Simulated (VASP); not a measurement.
# Hg2O in VASP: a series of runs

Hg2O is run at these levels: PBE; tasks: single point.

All numbers are computed with VASP 6.6.1; they aren't measurements. Logs are shortened: lines on timing, memory, paths and dates and some standing lists are left out, and cuts for length are marked.

## Step 1: The cell of the first run

The typed cell holds 6 atoms: a = 3.640 Å, b = 5.211 Å, c = 7.267 Å, α = 80.85°, β = 87.34°, γ = 81.02°.

## Step 2: Single point, PBE

INCAR reads:

```
PREC = Accurate
ENCUT = 520
EDIFF = 1E-6
ISMEAR = 0
SIGMA = 0.2
LREAL = False
LASPH = True
NELM = 60
ALGO = Normal
ISIF = 2
LWAVE = False
LCHARG = False
GGA = PE
NBANDS = 39
```

KPOINTS reads:

```
Automatic mesh
0
Gamma
  6 4 4
```

POSCAR reads:

```
Hg2O
1.0
   -3.6373121238      0.1411000829      0.0304162246
   -0.8886434322     -0.8366304812     -5.0665154063
   -0.6172944963     -7.2402306816      0.1150952691
Hg O
4 2
Direct
    0.7164350903      0.7989244116      0.8455078370
    0.7161914787      0.7990189973      0.3455203594
    0.0863093176      0.3688852000      0.5306117612
    0.0869898585      0.3688599938      0.0304333834
    0.5667978616      0.0839182902      0.6045964654
    0.5671991533      0.0838224072      0.1044508437
```

Potentials or basis: VASP PAW PBE potentials, release 64 (Hg, O).

On the command line:

```console
$ cat potpaw_PBE.64/Hg/POTCAR potpaw_PBE.64/O/POTCAR > POTCAR
$ mpirun -np 1 vasp_std > vasp.out
```

OUTCAR:

```text
PREC = Accurate
   ENCUT = 520
   EDIFF = 1E-6
   ISMEAR = 0
   LREAL = False
   LASPH = True
   NELM = 60
   ISIF = 2
   GGA = PE

 ion  position               nearest neighbor table
   1  0.716  0.799  0.846-   5 2.14   6 2.57   4 2.63   4 3.53   3 3.53   2 3.63   2 3.63   3 3.83
                             4 3.84
   2  0.716  0.799  0.346-   6 2.14   5 2.57   3 2.63   3 3.53   4 3.53   1 3.63   1 3.63   4 3.83
                             3 3.84
   3  0.086  0.369  0.531-   5 2.14   5 2.57   2 2.63   2 3.53   1 3.53   4 3.63   4 3.63   1 3.83
                             2 3.84
   4  0.087  0.369  0.030-   6 2.14   6 2.57   1 2.63   1 3.53   2 3.53   3 3.63   3 3.63   2 3.83
                             1 3.84
   5  0.567  0.084  0.605-   3 2.14   1 2.14   2 2.57   3 2.57
   6  0.567  0.084  0.104-   4 2.14   2 2.14   1 2.57   4 2.57

  LATTYP: Found a triclinic cell.
 ALAT       =     9.8435936797
 B/A-ratio  =     1.0205007216
 C/A-ratio  =     0.5294255987
 COS(alpha) =     0.0019594472
 COS(beta)  =     0.5891280462
 COS(gamma) =     0.7659369659

  Lattice vectors:

 A1 = (  -2.1313741953,   8.2179612457,   4.9818363618)
 A2 = (  -6.6573297513,   7.5224308474,  -0.0542628199)
 A3 = (   0.8886434322,   0.8366304812,   5.0665154063)

Analysis of symmetry for initial positions (statically):
=====================================================================
 Subroutine PRICEL returns:
 Original cell was already a primitive cell.

 Routine SETGRP: Setting up the symmetry group for a
 triclinic supercell.

 Subroutine GETGRP returns: Found  1 space group operations
 (whereof  1 operations were pure point group operations)
 out of a pool of  2 trial point group operations.

The static configuration has the point symmetry C_1 .

Analysis of symmetry for dynamics (positions and initial velocities):
=====================================================================
 Subroutine PRICEL returns:
 Original cell was already a primitive cell.

 Routine SETGRP: Setting up the symmetry group for a
 triclinic supercell.

 Subroutine GETGRP returns: Found  1 space group operations
 (whereof  1 operations were pure point group operations)
 out of a pool of  2 trial point group operations.

The dynamic configuration has the point symmetry C_1 .

 Subroutine INISYM returns: Found  1 space group operations
 (whereof  1 operations are pure point group operations),
 and found     1 'primitive' translations

----------------------------------------------------------------------------------------

                                     Primitive cell

  volume of cell :     134.4125

  direct lattice vectors                    reciprocal lattice vectors
    -3.637312124  0.141100083  0.030416225    -0.273627992  0.024029088  0.044025180
    -0.888643432 -0.836630481 -5.066515406    -0.001759214 -0.002974884 -0.196574515
    -0.617294496 -7.240230682  0.115095269    -0.005129273 -0.137305102  0.023572755

  length of vectors
     3.640174977  5.211450477  7.267409424     0.278186793  0.196604895  0.139408305

  position of ions in fractional coordinates (direct lattice)
     0.716435090  0.798924412  0.845507837
     0.716191479  0.799018997  0.345520359
     0.086309318  0.368885200  0.530611761
     0.086989858  0.368859994  0.030433383
     0.566797862  0.083918290  0.604596465
     0.567199153  0.083822407  0.104450844

  ion indices of the primitive-cell ions
   primitive index   ion index
                 1           1
                 2           2
                 3           3
                 4           4
                 5           5
                 6           6

----------------------------------------------------------------------------------------

 KPOINTS: Automatic mesh

Automatic generation of k-mesh.
 Grid dimensions read from file:
 generate k-points for:    6    4    4

 Generating k-lattice:

  Cartesian coordinates                     Fractional coordinates (reciprocal lattice)
    -0.045604665  0.004004848  0.007337530     0.166666667  0.000000000  0.000000000
    -0.000439804 -0.000743721 -0.049143629    -0.000000000  0.250000000  0.000000000
    -0.001282318 -0.034326276  0.005893189    -0.000000000  0.000000000  0.250000000

  Length of vectors
     0.046364465  0.049151224  0.034852076

  Shift w.r.t. Gamma in fractional coordinates (k-lattice)
     0.000000000  0.000000000  0.000000000

 Subroutine IBZKPT returns following result:
 ===========================================

 Found     52 irreducible k-points:

 Following reciprocal coordinates:
            Coordinates               Weight
  0.000000  0.000000  0.000000      1.000000
  0.166667  0.000000 -0.000000      2.000000
  0.333333  0.000000 -0.000000      2.000000
  0.500000  0.000000 -0.000000      1.000000
 -0.000000  0.250000 -0.000000      2.000000
  0.166667  0.250000 -0.000000      2.000000
[... 16 lines left out ...]
  0.333333  0.250000  0.250000      2.000000
  0.500000  0.250000  0.250000      2.000000
 [... further k-points ...]
   k-points           NKPTS =     52   k-points in BZ     NKDIM =     52   number of bands    NBANDS=     39
   number of dos      NEDOS =    301   number of ions     NIONS =      6
   total plane-waves  NPLWV =  60480
   dimension x,y,z NGX =    28 NGY =   40 NGZ =   54
   dimension x,y,z NGXF=    56 NGYF=   80 NGZF=  108
   ions per type =               4   2
   NGX,Y,Z   is equivalent  to a cutoff of  12.79, 12.76, 12.35 a.u.
   NGXF,Y,Z  is equivalent  to a cutoff of  25.58, 25.52, 24.71 a.u.
 SYSTEM =  unknown system
   PREC   = accura    normal or accurate (medium, high low for compatibility)
   ISTART =      0    job   : 0-new  1-cont  2-samecut
   ICHARG =      2    charge: 1-file 2-atom 10-const
   ISPIN  =      1    spin polarized calculation?
   LNONCOLLINEAR =      F non collinear calculations
   LSORBIT =      F    spin-orbit coupling
   LASPH  =      T    aspherical Exc in radial PAW
   ENCUT  =  520.0 eV  38.22 Ry    6.18 a.u.   6.77  9.69 13.51*2*pi/ulx,y,z
   NELM   =     60;   NELMIN=  2; NELMDL= -5     # of ELM steps
   EDIFF  = 0.1E-05   stopping-criterion for ELM
   LREAL  =      F    real-space projection
   EDIFFG = 0.1E-04   stopping-criterion for IOM
   NSW    =      0    number of steps for IOM
   IBRION =     -1    ionic relax: 0-MD 1-quasi-New 2-CG
   NFREE  =      0    steps in history (QN), initial steepest desc. (CG)
   ISIF   =      2    stress and relaxation
   ISYM   =      2    0-nonsym 1-usesym 2-fastsym
   POTIM  = 0.5000    time-step for ionic-motion
   TEBEG  =    0.0;   TEEND  =   0.0 temperature during run
   PSTRESS=    0.0 pullay stress
   NELECT =      60.0000    total number of electrons
   NUPDOWN=      -1.0000    fix difference up-down
   EMIN   =  10.00;   EMAX   =-10.00  energy-range for DOS
   EFERMI =   0.00;   METHOD = LEGACY
   ISMEAR =     0;   SIGMA  =   0.20  broadening in eV -4-tet -1-fermi 0-gaus
   EFERMI_NEDOS =   21; number of points for ismear=-14 and -15
   IALGO  =     38    algorithm
   IMIX   =      4    mixing-type and parameters
     AMIX     =   0.40;   BMIX     =  1.00
     AMIX_MAG =   1.60;   BMIX_MAG =  1.00
  volume/ion in A,a.u.               =      22.40       151.18
  Fermi-wavevector in a.u.,A,eV,Ry     =   1.251158  2.364345 21.298494  1.565395
  Thomas-Fermi vector in A             =   2.385118
   LORBIT       =      0    0 simple, 1 ext, 2 COOP (PROOUT), +10 PAW based schemes
   GGA     = PE    functional components
   LHFCALC =     F    Hartree Fock is set to
   AEXX    =    0.0000 exact exchange contribution
   IVDW    =     0    specifies the selected vdW correction
   LEPSILON=     F    determine dielectric tensor
   LRPA    =     F    only Hartree local field effects (RPA)
 non-spin polarized calculation
 Gauss-broadening in eV      SIGMA  =   0.20
  energy-cutoff  :      520.00
  volume of cell :      134.41
 maximum number of plane-waves:      3639
   NGX = 13   NGY = 19   NGZ = 27

 number of electron      60.0000002 magnetization

 Free energy of the ion-electron system (eV)
  ---------------------------------------------------
  ext. energy  EPLUGINS =         0.00000000
  ---------------------------------------------------
  free energy    TOTEN  =       -11.46730658 eV

  energy without entropy =      -11.46517100  energy(sigma->0) =      -11.46623879

 E-fermi :   0.7244     XC(G=0):  -9.6266

 val. band max:        0.5147758329   @ k =   0.5000   0.2500  -0.0000
 cond. band min:       0.8628390434   @ k =   0.5000   0.5000   0.0000
 fundamental gap:      0.3480632105
 Fermi energy:         0.7244249083

 k-point     1 :       0.0000    0.0000    0.0000
  band No.  band energies     occupation
      1     -16.4834      2.00000
      2     -16.3657      2.00000
      3      -6.9715      2.00000
      4      -6.3963      2.00000
      5      -6.2712      2.00000
      6      -5.9720      2.00000
[... 31 lines left out ...]
     38       9.6013      0.00000
     39       9.6151      0.00000

 k-point     2 :       0.1667    0.0000   -0.0000
  band No.  band energies     occupation
      1     -16.4544      2.00000
      2     -16.3505      2.00000
      3      -6.8503      2.00000
      4      -6.5852      2.00000
      5      -6.1562      2.00000
      6      -6.0119      2.00000
[... 31 lines left out ...]
     38       8.4980      0.00000
     39       9.2499      0.00000

 k-point     3 :       0.3333    0.0000   -0.0000
  band No.  band energies     occupation
      1     -16.3960      2.00000
      2     -16.3204      2.00000
      3      -6.8625      2.00000
      4      -6.5941      2.00000
      5      -6.0413      2.00000
      6      -6.0311      2.00000
[... 31 lines left out ...]
     38       8.2902      0.00000
     39       8.7291      0.00000

 k-point     4 :       0.5000    0.0000   -0.0000
  band No.  band energies     occupation
      1     -16.3667      2.00000
      2     -16.3056      2.00000
      3      -6.9705      2.00000
      4      -6.5219      2.00000
      5      -6.0284      2.00000
      6      -5.9712      2.00000
[... 31 lines left out ...]
     38       8.1574      0.00000
     39       8.8671      0.00000
[... 754 lines left out ...]
     38       8.1603      0.00000
     39       9.1792      0.00000

 k-point    23 :       0.3333    0.2500    0.2500
  band No.  band energies     occupation
      1     -16.3929      2.00000
      2     -16.3264      2.00000
      3      -6.7847      2.00000
      4      -6.6661      2.00000
      5      -6.0014      2.00000
      6      -5.9819      2.00000
[... 31 lines left out ...]
     38       7.7968      0.00000
     39       8.4445      0.00000

 k-point    24 :       0.5000    0.2500    0.2500
  band No.  band energies     occupation
      1     -16.3587      2.00000
      2     -16.3154      2.00000
      3      -6.8879      2.00000
      4      -6.5747      2.00000
      5      -5.9698      2.00000
      6      -5.9661      2.00000
[... 31 lines left out ...]
     38       8.1332      0.00000
     39       8.5822      0.00000

 [... further k-points ...]

------------------------ aborting loop because EDIFF is reached ----------------------------------------

  FORCE on cell =-STRESS in cart. coord.  units (eV):
  Direction    XX          YY          ZZ          XY          YZ          ZX
  --------------------------------------------------------------------------------------
  -------------------------------------------------------------------------------------
  Total        0.4750571      0.4339176      1.0178892      0.1714535     -0.4904063     -0.5337627
  in kB        5.6626100      5.1722331     12.1330871      2.0436997     -5.8455695     -6.3623712
  external PRESSURE =       7.6559767 kB  Pullay stress =       0.0000000 kB

 VOLUME and BASIS-vectors are now :
 -----------------------------------------------------------------------------
  energy-cutoff  :      520.00
  volume of cell :      134.41
      direct lattice vectors                 reciprocal lattice vectors
    -3.637312124  0.141100083  0.030416225    -0.273627992  0.024029088  0.044025180
    -0.888643432 -0.836630481 -5.066515406    -0.001759214 -0.002974884 -0.196574515
    -0.617294496 -7.240230682  0.115095269    -0.005129273 -0.137305102  0.023572755

 POSITION                                       TOTAL-FORCE (eV/Angst)
 -----------------------------------------------------------------------------------
     -3.83778     -6.68899     -3.92866         0.006011     -0.059312      0.016327
     -3.52834     -3.06908     -3.98669         0.005370     -0.060100      0.017188
     -0.96929     -4.13819     -1.80527         0.056711     -0.011773     -0.016862
     -0.66298     -0.51667     -1.86269         0.058265     -0.011688     -0.018057
     -2.50941     -4.36765     -0.33835        -0.062712      0.072010      0.000679
     -2.20205     -0.74634     -0.39541        -0.063645      0.070864      0.000726
 -----------------------------------------------------------------------------------
    total drift:                               -0.000503     -0.000129     -0.000847

  FREE ENERGIE OF THE ION-ELECTRON SYSTEM (eV)
  ---------------------------------------------------
  free  energy   TOTEN  =       -11.4673065843 eV

  energy  without entropy=      -11.4651710001  energy(sigma->0) =      -11.46623879
```

Wall time 4.8 min (1 thread of AMD EPYC 7R13, shared host); peak memory 0.33 GiB.

Results:

| Property | Result |
| --- | --- |
| Free energy | -11.4673 eV |
| Pressure | 0.8 GPa |
| Largest force | 0.095 eV/Å |
| Band gap on the k mesh | zero (band 30 reaches 0.86 eV, above the bottom of band 31 at 0.35 eV) |

Forces on the atoms (eV/Å):
```
Hg   0.006 -0.059  0.016
Hg   0.005 -0.060  0.017
Hg   0.057 -0.012 -0.017
Hg   0.058 -0.012 -0.018
O   -0.063  0.072  0.001
O   -0.064  0.071  0.001
```

Stress tensor (GPa, compression positive):
```
 0.57  0.20 -0.64
 0.20  0.52 -0.58
-0.64 -0.58  1.21
```

Levels at points of the mesh, in eV from the Fermi level:
```tsv
k point	band 26	band 27	band 28	band 29	band 30	band 31	band 32	band 33	band 34	band 35
(0.00, 0.00, 0.00)	-2.13	-1.32	-1.28	-0.99	-0.91	0.91	3.32	3.58	3.70	6.37
(0.50, 0.00, 0.00)	-2.12	-1.91	-1.32	-0.91	-0.57	0.89	2.55	3.08	3.32	4.91
(0.00, 0.50, 0.00)	-2.00	-1.32	-1.24	-0.94	-0.49	-0.37	2.15	3.22	4.55	7.57
(0.50, 0.50, 0.00)	-2.78	-2.15	-2.01	-0.94	0.14	1.91	2.16	3.17	3.22	3.50
(0.00, 0.00, 0.50)	-2.81	-1.61	-1.61	-0.99	-0.99	2.87	2.87	4.38	4.38	5.27
(0.50, 0.00, 0.50)	-2.63	-1.55	-1.55	-0.63	-0.62	1.54	1.54	3.82	3.82	5.71
(0.00, 0.50, 0.50)	-2.83	-1.09	-1.09	-0.72	-0.72	1.33	1.33	3.95	3.95	6.87
(0.50, 0.50, 0.50)	-3.09	-1.72	-1.72	-1.06	-1.05	2.15	2.15	3.48	3.48	5.53
```

Caveat: spin-orbit coupling is left out, which moves the levels of the heavy elements.

## Step 3: Single point, PBE

This run uses another cell than the first one, of 22.48 Å³/atom, 1.003 times its volume.

INCAR, as its differences from that of step 2:

```diff
@@ -2,3 +2,3 @@
 ENCUT = 520
-EDIFF = 1E-6
+EDIFF = 1E-7
 ISMEAR = 0
@@ -7,3 +7,3 @@
 LASPH = True
-NELM = 60
+NELM = 100
 ALGO = Normal
```

KPOINTS is that of step 2.

POSCAR reads:

```
Hg2O
1.0
   -3.6378974639      0.1827685388      0.0320455567
   -0.8754537787     -0.8184399054     -5.0625367950
   -0.5362404368     -7.2637861230      0.1324853433
Hg O
4 2
Direct
    0.7162826046      0.7988285038      0.8450298670
    0.7162826046      0.7988285038      0.3450298670
    0.0870507822      0.3690053369      0.5303595591
    0.0870507822      0.3690053369      0.0303595591
    0.5666279931      0.0838808094      0.6051708989
    0.5666279931      0.0838808094      0.1051708989
```

Potentials or basis: VASP PAW PBE potentials, release 64 (Hg, O).

On the command line:

```console
$ cat potpaw_PBE.64/Hg/POTCAR potpaw_PBE.64/O/POTCAR > POTCAR
$ mpirun -np 1 vasp_std > vasp.out
```

Wall time 5.6 min (1 thread of AMD EPYC 7R13, shared host); peak memory 0.33 GiB.

The run converged. Its results:

* Free energy: -11.4663 eV
* Pressure: 0.7 GPa
* Largest force: 0.107 eV/Å
* Band gap on the k mesh: zero (band 30 reaches 0.78 eV, above the bottom of band 31 at 0.35 eV)

Forces in eV/Å, atoms in the order of the input:
```
Hg   0.009 -0.061  0.004
Hg   0.009 -0.061  0.004
Hg   0.061 -0.019 -0.004
Hg   0.061 -0.019 -0.004
O   -0.070  0.080  0.001
O   -0.070  0.080  0.001
```

Stress tensor (GPa, compression positive):
```
 0.55  0.24 -0.70
 0.24  0.44 -0.61
-0.70 -0.61  1.21
```

Levels at points of the mesh, in eV from the Fermi level:
| k point | band 26 | band 27 | band 28 | band 29 | band 30 | band 31 | band 32 | band 33 | band 34 | band 35 |
| --- | --- | --- | --- | --- | --- | --- | --- | --- | --- | --- |
| (0.00, 0.00, 0.00) | -2.09 | -1.28 | -1.24 | -0.96 | -0.87 | 0.94 | 3.37 | 3.62 | 3.74 | 6.41 |
| (0.50, 0.00, 0.00) | -2.09 | -1.85 | -1.28 | -0.87 | -0.56 | 0.94 | 2.52 | 3.17 | 3.37 | 4.90 |
| (0.00, 0.50, 0.00) | -1.97 | -1.29 | -1.20 | -0.91 | -0.46 | -0.32 | 2.19 | 3.25 | 4.58 | 7.53 |
| (0.50, 0.50, 0.00) | -2.77 | -2.08 | -1.97 | -0.91 | 0.12 | 2.04 | 2.19 | 3.13 | 3.25 | 3.51 |
| (0.00, 0.00, 0.50) | -2.77 | -1.57 | -1.57 | -0.95 | -0.95 | 2.91 | 2.91 | 4.39 | 4.39 | 5.30 |
| (0.50, 0.00, 0.50) | -2.59 | -1.50 | -1.50 | -0.61 | -0.61 | 1.58 | 1.58 | 3.87 | 3.87 | 5.74 |
| (0.00, 0.50, 0.50) | -2.79 | -1.06 | -1.06 | -0.69 | -0.69 | 1.37 | 1.37 | 3.96 | 3.96 | 6.90 |
| (0.50, 0.50, 0.50) | -3.04 | -1.68 | -1.68 | -1.04 | -1.04 | 2.19 | 2.19 | 3.49 | 3.49 | 5.54 |

Caveat: spin-orbit coupling is left out, which moves the levels of the heavy elements.
